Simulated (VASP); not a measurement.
# KF (P1) in VASP: single point with RPBE

Aim: the single point of KF with RPBE.

All numbers are computed with VASP 6.6.1; they aren't measurements. Logs are shortened: lines on timing, memory, paths and dates and some standing lists are left out, and cuts for length are marked.

### 1 The cell of the first run

The typed cell holds 4 atoms: a = 6.583 Å, b = 3.819 Å, c = 3.782 Å, α = 60.53°, β = 71.90°, γ = 89.50°.

### 2 Single point, RPBE

Input file POSCAR:

```
KF
1.0
   -2.6292620000      5.4123510000      2.6708130000
    2.6727550000     -0.0069990000      2.7283050000
    2.6449060000      2.7035720000      0.0208500000
K F
2 2
Direct
    0.0069840000      0.0490480000      0.0699790000
    0.4385550000      0.5459480000      0.9728740000
    0.2066010000      0.8127080000      0.5183970000
    0.7880460000      0.3532010000      0.4468080000
```

Input file INCAR.step1:

```
PREC = Accurate
ENCUT = 520
EDIFF = 1E-6
ISMEAR = -1
SIGMA = 0.0986
LREAL = False
LASPH = True
NELM = 100
ALGO = Normal
ISIF = 2
LWAVE = False
LCHARG = True
GGA = RP
NBANDS = 24
```

Input file KPOINTS.step1:

```
Automatic mesh
0
Gamma
  3 6 6
  0.5 0 0
```

Input file INCAR.step2:

```
PREC = Accurate
ENCUT = 520
EDIFF = 1E-6
ISMEAR = -5
SIGMA = 0.0986
LREAL = False
LASPH = True
NELM = 100
ALGO = Normal
ISIF = 2
LWAVE = False
LCHARG = False
GGA = RP
LORBIT = 10
NEDOS = 2001
ICHARG = 11
```

Input file KPOINTS.step2:

```
Automatic mesh
0
Gamma
  5 9 9
```

Potentials or basis: VASP PAW PBE potentials, release 64 (K_sv, F).

Command:

```console
$ cat potpaw_PBE.64/K_sv/POTCAR potpaw_PBE.64/F/POTCAR > POTCAR
$ cp INCAR.step1 INCAR
$ cp KPOINTS.step1 KPOINTS
$ mpirun -np 1 vasp_std > vasp.out
$ cp INCAR.step2 INCAR
$ cp KPOINTS.step2 KPOINTS
$ mpirun -np 1 vasp_std > vasp.out
```

OUTCAR:

```text
PREC = Accurate
   ENCUT = 520
   EDIFF = 1E-6
   ISMEAR = -5
   LREAL = False
   LASPH = True
   NELM = 100
   ISIF = 2
   GGA = RP
   LORBIT = 10
   ICHARG = 11

 ion  position               nearest neighbor table
   1  0.007  0.049  0.070-   3 2.30   4 2.40   4 2.50   3 2.64   3 2.65   2 3.25   2 3.44   2 3.73

   2  0.439  0.546  0.973-   3 2.49   3 2.62   3 2.78   1 3.25   1 3.44   1 3.73
   3  0.207  0.813  0.518-   1 2.30   2 2.49   2 2.62   1 2.64   1 2.65   2 2.78
   4  0.788  0.353  0.447-   1 2.40   1 2.50

  LATTYP: Found a triclinic cell.
 ALAT       =     3.7822300341
 B/A-ratio  =     1.0098102234
 C/A-ratio  =     1.7405861880
 COS(alpha) =     0.0088108451
 COS(beta)  =     0.3106167696
 COS(gamma) =     0.4919939412

  Lattice vectors:

 A1 = (  -2.6449060000,  -2.7035720000,  -0.0208500000)
 A2 = (  -2.6727550000,   0.0069990000,  -2.7283050000)
 A3 = (   2.6292620000,  -5.4123510000,  -2.6708130000)

Analysis of symmetry for initial positions (statically):
=====================================================================
 Subroutine PRICEL returns:
 Original cell was already a primitive cell.

 Routine SETGRP: Setting up the symmetry group for a
 triclinic supercell.

 Subroutine GETGRP returns: Found  1 space group operations
 (whereof  1 operations were pure point group operations)
 out of a pool of  2 trial point group operations.

The static configuration has the point symmetry C_1 .

Analysis of symmetry for dynamics (positions and initial velocities):
=====================================================================
 Subroutine PRICEL returns:
 Original cell was already a primitive cell.

 Routine SETGRP: Setting up the symmetry group for a
 triclinic supercell.

 Subroutine GETGRP returns: Found  1 space group operations
 (whereof  1 operations were pure point group operations)
 out of a pool of  2 trial point group operations.

The dynamic configuration has the point symmetry C_1 .

 Subroutine INISYM returns: Found  1 space group operations
 (whereof  1 operations are pure point group operations),
 and found     1 'primitive' translations

----------------------------------------------------------------------------------------

                                     Primitive cell

  volume of cell :      77.4975

  direct lattice vectors                    reciprocal lattice vectors
    -2.629262000  5.412351000  2.670813000    -0.095181365  0.092395059  0.093480436
[... 96 lines left out ...]
   IBRION =     -1    ionic relax: 0-MD 1-quasi-New 2-CG
   NFREE  =      0    steps in history (QN), initial steepest desc. (CG)
   ISIF   =      2    stress and relaxation
   ISYM   =      2    0-nonsym 1-usesym 2-fastsym
   POTIM  = 0.5000    time-step for ionic-motion
   TEBEG  =    0.0;   TEEND  =   0.0 temperature during run
   PSTRESS=    0.0 pullay stress
   NELECT =      32.0000    total number of electrons
   NUPDOWN=      -1.0000    fix difference up-down
   EMIN   =  10.00;   EMAX   =-10.00  energy-range for DOS
   EFERMI =   0.00;   METHOD = LEGACY
   ISMEAR =    -5;   SIGMA  =   0.10  broadening in eV -4-tet -1-fermi 0-gaus
   EFERMI_NEDOS =   21; number of points for ismear=-14 and -15
   IALGO  =     38    algorithm
   IMIX   =      4    mixing-type and parameters
     AMIX     =   0.40;   BMIX     =  1.00
     AMIX_MAG =   1.60;   BMIX_MAG =  1.00
  volume/ion in A,a.u.               =      19.37       130.74
  Fermi-wavevector in a.u.,A,eV,Ry     =   1.219071  2.303710 20.220080  1.486134
  Thomas-Fermi vector in A             =   2.354336
   LORBIT       =     10    0 simple, 1 ext, 2 COOP (PROOUT), +10 PAW based schemes
   GGA     = RP    functional components
   LHFCALC =     F    Hartree Fock is set to
   AEXX    =    0.0000 exact exchange contribution
   IVDW    =     0    specifies the selected vdW correction
   LEPSILON=     F    determine dielectric tensor
   LRPA    =     F    only Hartree local field effects (RPA)
 non-spin polarized calculation
 Fermi weights with tetrahedron method with Bloechl corrections
  energy-cutoff  :      520.00
  volume of cell :       77.50
 maximum number of plane-waves:      2105
 NGX is ok and might be reduce to    50

 number of electron      31.9999998 magnetization

 Free energy of the ion-electron system (eV)
  ---------------------------------------------------
  ext. energy  EPLUGINS =         0.00000000
  ---------------------------------------------------
  free energy    TOTEN  =       -15.02118608 eV

  energy without entropy =      -15.02118608  energy(sigma->0) =      -15.02118608

 E-fermi :  -2.0033     XC(G=0):  -7.8738

 val. band max:       -2.0175480667   @ k =   0.0000   0.0000   0.0000
 cond. band min:       3.4306419845   @ k =   0.0000   0.0000   0.0000
 fundamental gap:      5.4481900511
 Fermi energy:        -2.0032631945

 k-point     1 :       0.0000    0.0000    0.0000
  band No.  band energies     occupation
      1     -29.8269      2.00000
      2     -28.1282      2.00000
      3     -21.9941      2.00000
      4     -20.7751      2.00000
      5     -13.1969      2.00000
      6     -13.1402      2.00000
[... 541 lines left out ...]
     19       7.3374      0.00000
     20       7.8610      0.00000

 [... further k-points ...]
[... 5 lines left out ...]
  --------------------------------------------------------------------------------------
  -------------------------------------------------------------------------------------
  Total        2.7190824      4.4488619      2.6136936      0.2307848     -0.2917762      0.4663089
  in kB       56.2141206     91.9754623     54.0353204      4.7712284     -6.0321606      9.6404378
  external PRESSURE =      67.4083011 kB  Pullay stress =       0.0000000 kB

 VOLUME and BASIS-vectors are now :
 -----------------------------------------------------------------------------
  energy-cutoff  :      520.00
  volume of cell :       77.50
      direct lattice vectors                 reciprocal lattice vectors
    -2.629262000  5.412351000  2.670813000    -0.095181365  0.092395059  0.093480436
     2.672755000 -0.006999000  2.728305000     0.091717675 -0.091859379  0.276442041
     2.644906000  2.703572000  0.020850000     0.190783484  0.184675158 -0.186425260

 POSITION                                       TOTAL-FORCE (eV/Angst)
 -----------------------------------------------------------------------------------
      0.29782      0.22665      0.15393        -0.045601     -1.609820     -0.267614
      2.87927      5.00003      2.68110        -0.383475      0.838551      0.565061
      3.00007      2.51403      2.77992        -0.535391      1.184265      0.398535
      0.05381      5.47069      3.07768         0.964466     -0.412996     -0.695982
 -----------------------------------------------------------------------------------
    total drift:                                0.001096     -0.000296      0.000033

  FREE ENERGIE OF THE ION-ELECTRON SYSTEM (eV)
  ---------------------------------------------------
  free  energy   TOTEN  =       -15.0211860763 eV

  energy  without entropy=      -15.0211860763  energy(sigma->0) =      -15.02118608

 total charge

# of ion       s       p       d       tot
------------------------------------------
    1        1.967   5.648   0.054   7.669
    2        1.959   5.625   0.030   7.614
    3        1.738   4.390   0.000   6.128
    4        1.735   4.358   0.000   6.094
--------------------------------------------------
tot          7.400  20.022   0.084  27.505
```

OUTCAR.step1:

```text
PREC = Accurate
   ENCUT = 520
   EDIFF = 1E-6
   ISMEAR = -1
   LREAL = False
   LASPH = True
[... 882 lines left out ...]
      2.87927      5.00003      2.68110        -0.383516      0.838843      0.565217
      3.00007      2.51403      2.77992        -0.535313      1.184347      0.398479
      0.05381      5.47069      3.07768         0.964537     -0.412874     -0.696007
 -----------------------------------------------------------------------------------
    total drift:                                0.000981     -0.000611      0.000021

  FREE ENERGIE OF THE ION-ELECTRON SYSTEM (eV)
  ---------------------------------------------------
  free  energy   TOTEN  =       -15.0211199404 eV

  energy  without entropy=      -15.0211199403  energy(sigma->0) =      -15.02111994
```

OSZICAR.step1:

```text
N       E                     dE             d eps       ncg     rms          rms(c)
DAV:   1     0.250511746825E+03    0.25051E+03   -0.15883E+04  2688   0.125E+03
DAV:   2    -0.312577211956E+01   -0.25364E+03   -0.24261E+03  3496   0.366E+02
DAV:   3    -0.172463482847E+02   -0.14121E+02   -0.14057E+02  4216   0.738E+01
DAV:   4    -0.178533687943E+02   -0.60702E+00   -0.60676E+00  3992   0.107E+01
DAV:   5    -0.178571529387E+02   -0.37841E-02   -0.37841E-02  3856   0.111E+00    0.969E+00
DAV:   6    -0.150519575293E+02    0.28052E+01   -0.93523E+00  3464   0.209E+01    0.575E+00
DAV:   7    -0.150187936413E+02    0.33164E-01   -0.50234E-01  3976   0.447E+00    0.375E+00
DAV:   8    -0.150154415888E+02    0.33521E-02   -0.22191E-01  3576   0.422E+00    0.641E-01
DAV:   9    -0.150159989878E+02   -0.55740E-03   -0.36602E-02  3480   0.133E+00    0.277E-01
DAV:  10    -0.150203251480E+02   -0.43262E-02   -0.68781E-03  4032   0.490E-01    0.109E-01
DAV:  11    -0.150210331636E+02   -0.70802E-03   -0.11045E-03  3272   0.265E-01    0.340E-02
DAV:  12    -0.150211065013E+02   -0.73338E-04   -0.15524E-04  3496   0.994E-02    0.109E-02
DAV:  13    -0.150211177085E+02   -0.11207E-04   -0.22754E-05  3368   0.351E-02    0.657E-03
DAV:  14    -0.150211198054E+02   -0.20969E-05   -0.64770E-06  3200   0.185E-02    0.146E-03
DAV:  15    -0.150211199404E+02   -0.13500E-06   -0.41482E-07  2584   0.500E-03
   1 F= -.15021120E+02 E0= -.15021120E+02  d E =-.134387E-09
```

Wall time 3.4 min (1 thread of Intel Xeon Platinum 8488C (Sapphire Rapids), shared host); peak memory 0.38 GiB.

What came out:

| Item | Value |
| --- | --- |
| Valence electrons inside the program's atomic spheres | K 7.67, 7.61; F 6.13, 6.09 |

Caveat: the PAW data sets were made with another functional, which shifts forces and pressure a little.
